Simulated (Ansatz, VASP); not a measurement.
One calculation of CdS4, two programs

```
Cd S
1.0
     5.42776    0.00000    0.00000
    -2.71388    4.70058    0.00000
     0.00000    0.00000    4.99802
Cd S
1 4
Direct
  0.00000 0.00000 0.00000
  0.50000 0.00000 0.00000
  0.00000 0.50000 0.00000
  0.50000 0.50000 0.00000
  0.00000 0.00000 0.50000
```

Alike in both runs: functional PBE; k mesh 6 × 6 × 4; occupations gaussian, width 0.1 eV; no spin polarisation.

Ansatz relaxed the structure, and its values are those at the end. VASP's run is a single point on that final structure, the one shown.

|  | VASP | Ansatz |
| --- | --- | --- |
| version | VASP 6.6.1 | Ansatz 0.2.0 |
| potentials or method | VASP PAW PBE potentials, release 64 (Cd, S), cutoff 520 eV | scalar-relativistic, plane waves, PAW |
| valence electrons in the cell | 36 | 44 |

|  | VASP | Ansatz | Ansatz less VASP |
| --- | --- | --- | --- |
| gap on the k mesh at the Fermi level (eV) | none | none | - |
| pressure (GPa) | 0.2 | 0.0 | -0.19 |

A gap of «none» marks a metal or a gap that the smearing closes. The functional is the same, so the differences come from potentials, cutoffs and numerics. VASP's potentials hold 36 valence electrons a cell and Ansatz's 44, so a difference there can come from the potentials and not from the codes.
